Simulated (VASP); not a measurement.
Crystal: MgSi4N2.

```
Mg Si N
1.0
    -2.65992    2.76223    3.61749
     2.65992   -2.76223    3.61749
     2.65992    2.76223   -3.61749
Mg Si N
1 4 2
Direct
  0.00000 0.00000 0.00000
  0.48402 0.67618 0.80784
  0.51598 0.32382 0.19216
  0.86835 0.67618 0.19216
  0.13165 0.32382 0.80784
  0.84294 0.50000 0.34294
  0.15706 0.50000 0.65706
```

The cell was generated, and may not be a known phase.

```yaml
Program: VASP 6.6.1
Task: relaxation of cell and atoms
Functional: PBE
Potentials_or_basis: VASP PAW PBE potentials, release 64 (Mg, Si, N)
Cutoff: 800 eV
k_mesh: 4 × 4 × 4
Occupations: gaussian, width 0.2 eV
Spin: no spin polarisation
```

At the start: pressure 36.4 GPa; volume 15.19 Å³/atom.

Question: Where does the relaxation end?

Answer: Over 36 steps the energy falls by 1377.5 meV/atom and the volume is 15.10 Å³/atom (-0.6 %); space group Immm (No. 71, to 0.1 Å) before and after.

Step by step:
| step | energy change (eV) | largest force (eV/Å) | pressure (GPa) | volume (Å³) |
| --- | --- | --- | --- | --- |
| 1 | 0.0000 | 7.6765 | 36.38 | 106.32 |
| 2 | -1.5125 | 5.9210 | -12.48 | 163.84 |
| 3 | -1.5460 | 5.4356 | -12.70 | 161.21 |
| 4 | -1.6222 | 4.7394 | -12.96 | 157.98 |
| 5 | -3.7992 | 2.6819 | -11.87 | 131.27 |
| 6 | -4.5980 | 2.5625 | -2.77 | 118.56 |
| 7 | -4.6010 | 2.6826 | -5.00 | 120.48 |
| 8 | -4.6082 | 2.6334 | -4.11 | 119.66 |
| 9 | -5.8107 | 0.3989 | -6.25 | 115.94 |
| 10 | -5.9740 | 1.4661 | -5.73 | 114.04 |
| 11 | -6.4672 | 0.9980 | 0.74 | 104.29 |
| 12 | -6.5035 | 1.1331 | 3.49 | 101.57 |
| 13 | -6.7640 | 0.6971 | 2.91 | 100.90 |
| 14 | -6.7640 | 0.7056 | 2.92 | 100.90 |
| 15 | -6.9187 | 0.3560 | -0.87 | 104.46 |
| 16 | -6.9516 | 0.8192 | -2.68 | 106.74 |
| 17 | -7.3320 | 2.7473 | -0.38 | 105.74 |
| 18 | -8.7763 | 2.1597 | 7.81 | 102.07 |
| 19 | -8.7361 | 3.1022 | 11.06 | 101.06 |
| 20 | -8.7881 | 2.4674 | 8.88 | 101.72 |
| 21 | -8.8100 | 2.5888 | 9.13 | 101.72 |
| 22 | -8.8364 | 2.9770 | 9.97 | 101.71 |
| 23 | -8.8889 | 2.8826 | 9.46 | 101.95 |
| 24 | -9.0333 | 2.6017 | 7.96 | 102.66 |
| 25 | -9.2631 | 2.0670 | 5.15 | 104.06 |
| 26 | -9.4997 | 1.1260 | 0.16 | 106.84 |
| 27 | -9.5170 | 0.8686 | -1.28 | 107.73 |
| 28 | -9.5384 | 0.7871 | -1.19 | 107.48 |
| 29 | -9.5894 | 0.5254 | -0.85 | 106.73 |
| 30 | -9.6225 | 0.4727 | 0.11 | 105.24 |
| 31 | -9.6241 | 0.4163 | -0.10 | 105.52 |
| 32 | -9.6285 | 0.3400 | 0.06 | 105.44 |
| 33 | -9.6360 | 0.1738 | 0.57 | 105.22 |
| 34 | -9.6365 | 0.2099 | 0.75 | 105.14 |
| 35 | -9.6401 | 0.1348 | 0.46 | 105.32 |
| 36 | -9.6428 | 0.0494 | -0.13 | 105.68 |

Final structure:
```yaml
crystal:
  lattice:
    - [-1.78189, 3.29736, 4.49682]
    - [1.78189, -3.29736, 4.49682]
    - [1.78189, 3.29736, -4.49682]
  atoms:
    - { symbol: Mg, position: [0.00000, 0.00000, 0.00000] }
    - { symbol: Si, position: [0.49575, 0.67811, 0.81765] }
    - { symbol: Si, position: [0.50425, 0.32189, 0.18235] }
    - { symbol: Si, position: [0.86046, 0.67811, 0.18235] }
    - { symbol: Si, position: [0.13954, 0.32189, 0.81765] }
    - { symbol: N, position: [0.78834, 0.50000, 0.28834] }
    - { symbol: N, position: [0.21166, 0.50000, 0.71166] }
```

Caveat: the k points lie up to 0.47 Å⁻¹ apart in the final cell, too coarse for converged energies and pressures of a metal; the relaxation stopped at a loose force limit of 0.08 eV/Å, so its end isn't a converged minimum.
